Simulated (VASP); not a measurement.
Here is a VASP 6.6.1 calculation.

The input POSCAR:

```
H
1.0
    2.6016431400     -0.0452132900      0.0219877600
   -1.3399769300      2.4001027000      0.0222496700
    0.0292455500      0.0510553200      3.6220781000
H
3
Direct
    0.2320320000      0.0099350000      0.3098410000
    0.9772030000      0.2173590000      0.6792300000
    0.7140610000      0.7337840000      0.0080890000
```

INCAR.step1

```
SYSTEM = H
  ALGO = Normal
  EDIFF = 1E-4
  ENCUT = 600
  GGA = PE
  ISMEAR = -1
  LASPH = .TRUE.
  LCHARG = .FALSE.
  LREAL = .FALSE.
  LWAVE = .TRUE.
  NELM = 100
  PREC = Accurate
  SIGMA = 0.1
```

File INCAR.step2:

```
SYSTEM = H
  ALGO = Normal
  EDIFF = 1E-6
  EDIFFG = -0.03
  ENCUT = 600
  IBRION = 2
  ISIF = 3
  ISMEAR = -1
  ISTART = 1
  LASPH = .TRUE.
  LCHARG = .FALSE.
  LMIXTAU = .TRUE.
  LREAL = .FALSE.
  LWAVE = .FALSE.
  METAGGA = R2SCAN
  NELM = 100
  NSW = 80
  PREC = Accurate
  SIGMA = 0.1
```

Contents of KPOINTS:

```
Automatic mesh
0
Gamma
  8 7 5
  0.5 0 0
```

Potentials or basis: VASP PAW PBE potentials, release 64 (H).

Command:

```console
$ cat potpaw_PBE.64/H/POTCAR > POTCAR
$ cp INCAR.step1 INCAR
$ mpirun -np 1 vasp_std > vasp.out
$ cp INCAR.step2 INCAR
$ mpirun -np 1 vasp_std > vasp.out
```

Task: Estimate the relaxed volume.

Result: 5.19 Å³/atom.

Task: Predict the space group after relaxing (to 0.05 Å).

Result: C2/m (No. 12).

Task: Predict the relaxed cell.

Result: a = 2.455 Å, b = 2.499 Å, c = 2.957 Å, α = 90.40°, β = 87.97°, γ = 120.75°.

Forces in eV/Å, atoms in the order of the input:
```
H   -0.017 -0.002 -0.022
H    0.007 -0.011  0.005
H    0.010  0.014  0.017
```

Caveat: the k points lie up to 0.43 Å⁻¹ apart in the final cell; the volume moved by over 15 % at a fixed basis, so the end points are rough; the PAW data sets were made with another functional, which shifts forces and pressure a little.
